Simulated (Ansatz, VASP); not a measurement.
## Ag: VASP beside Ansatz

```
Ag
1.0
     2.85078    0.00000    0.00000
    -1.42539    2.46885    0.00000
     0.00000    0.00000    4.73714
Ag
2
Direct
  0.33333 0.66667 0.25000
  0.66667 0.33333 0.75000
```

Alike in both runs: functional PBEsol; k mesh 15 × 15 × 8; occupations fermi-dirac, width 0.05 eV; no spin polarisation.

Ansatz relaxed the structure, and its values are those at the end. VASP's run is a single point on that final structure, the one shown.

```csv
,VASP,Ansatz
version,VASP 6.6.1,Ansatz 0.2.0
potentials or method,"VASP PAW PBE potentials, release 64 (Ag)","PAW with Ansatz's default frozen-core files, scalar-relativistic"
plane-wave cutoff (eV),520,420
valence electrons in the cell,22,38
```

VASP gave:

```
pressure (GPa) : -0.2
```

Question: Which values does Ansatz return?

Answer: Pressure (GPa): 0.0.

VASP's potentials were made for PBE, not for PBEsol. VASP's potentials hold 22 valence electrons a cell and Ansatz's 38, so a difference there can come from the potentials and not from the codes.
